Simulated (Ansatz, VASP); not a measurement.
Two plane-wave programs on CdSe

The input POSCAR:

```
CdSe
1.0
    0.0000000000      2.9486394311      2.9486394311
    2.9486394311      0.0000000000      2.9486394311
    2.9486394311      2.9486394311      0.0000000000
Cd Se
1 1
Direct
    0.0000000000      0.0000000000      0.0000000000
    0.5000000000      0.5000000000      0.5000000000
```

Contents of INCAR.step1:

```
SYSTEM = CdSe
ALGO = Normal ; EDIFF = 1E-5
ENCUT = 550 ; GGA = PE
GGA_COMPAT = .FALSE. ; ISMEAR = 0
LASPH = .TRUE. ; LCHARG = .FALSE.
LREAL = .FALSE. ; LWAVE = .TRUE.
NBANDS = 16 ; NELM = 120
PREC = Accurate ; SIGMA = 0.01
```

INCAR.step2

```
SYSTEM = CdSe
ALGO = Normal ; EDIFF = 1E-6
ENCUT = 550 ; GGA_COMPAT = .FALSE.
ISIF = 2 ; ISMEAR = 0
ISTART = 1 ; LASPH = .TRUE.
LCHARG = .TRUE. ; LELF = .TRUE.
LMIXTAU = .TRUE. ; LREAL = .FALSE.
LVHAR = .TRUE. ; LWAVE = .FALSE.
METAGGA = R2SCAN ; NBANDS = 16
NELM = 120 ; PREC = Accurate
SIGMA = 0.01
```

The input KPOINTS:

```
k-points
0
G
  6 6 6
  0 0 0
```

Input for Ansatz:

```yaml
crystal:
  lattice:
    - [0.0, 2.94863943105544, 2.94863943105544]
    - [2.94863943105544, 0.0, 2.94863943105544]
    - [2.94863943105544, 2.94863943105544, 0.0]
  atoms:
    - { symbol: Cd, position: [0.0, 0.0, 0.0] }
    - { symbol: Se, position: [0.5, 0.5, 0.5] }
basis:
  ecutwfc: 630.0
kpoints:
  mp_grid:
    grid: [6, 6, 6]
hamiltonian:
  xc: r2scan
scf:
  convergence:
    dr2_threshold: 1.0e-08
  occupations:
    method: fixed
output:
  stress: true
```

Alike in both runs: task single point; functional r2SCAN; k mesh 6 × 6 × 6; no spin polarisation.

|  | VASP | Ansatz |
| --- | --- | --- |
| version | VASP 6.6.1 | Ansatz 0.2.0 |
| potentials or method | VASP PAW PBE potentials, release 64 (Cd, Se), cutoff 550 eV | plane waves, PAW |
| occupations | gaussian, width 0.01 eV | fixed |
| valence electrons in the cell | 18 | 36 |

|  | VASP | Ansatz | Ansatz less VASP |
| --- | --- | --- | --- |
| pressure (GPa) | -5.7 | -5.9 | -0.21 |

VASP's potentials were made for PBE, not for r2SCAN. VASP's potentials hold 18 valence electrons a cell and Ansatz's 36, so a difference there can come from the potentials and not from the codes. Ansatz's warnings: metallic iterate, stress scf threshold loose.
